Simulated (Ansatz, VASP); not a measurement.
Two plane-wave programs on Si3Br2

```
CELL_PARAMETERS angstrom
8.77060 0.00000 0.00000
0.00000 8.77060 0.00000
0.00000 0.00000 3.18063
ATOMIC_POSITIONS crystal
Si 0.00000 0.00000 0.00000
Si 0.50000 0.50000 0.00000
Si 0.21898 0.71898 0.50000
Si 0.28102 0.21898 0.50000
Si 0.78102 0.28102 0.50000
Si 0.71898 0.78102 0.50000
Br 0.37434 0.87434 0.00000
Br 0.12566 0.37434 0.00000
Br 0.62566 0.12566 0.00000
Br 0.87434 0.62566 0.00000
```

Alike in both runs: functional PBE; k mesh 4 × 4 × 12; occupations gaussian, width 0.1 eV; no spin polarisation.

Ansatz relaxed the structure, and its values are those at the end. VASP's run is a single point on that final structure, the one shown.

```csv
,VASP,Ansatz
version,VASP 6.6.1,Ansatz 0.2.0
potentials or method,"VASP PAW PBE potentials, release 64 (Si, Br), cutoff 520 eV","scalar-relativistic, plane waves, PAW"
valence electrons in the cell,52,52
```

```csv
,VASP,Ansatz,Ansatz less VASP
gap on the k mesh at the Fermi level (eV),none,none,-
pressure (GPa),0.0,0.0,0.00
```

A gap of «none» marks a metal or a gap that the smearing closes.
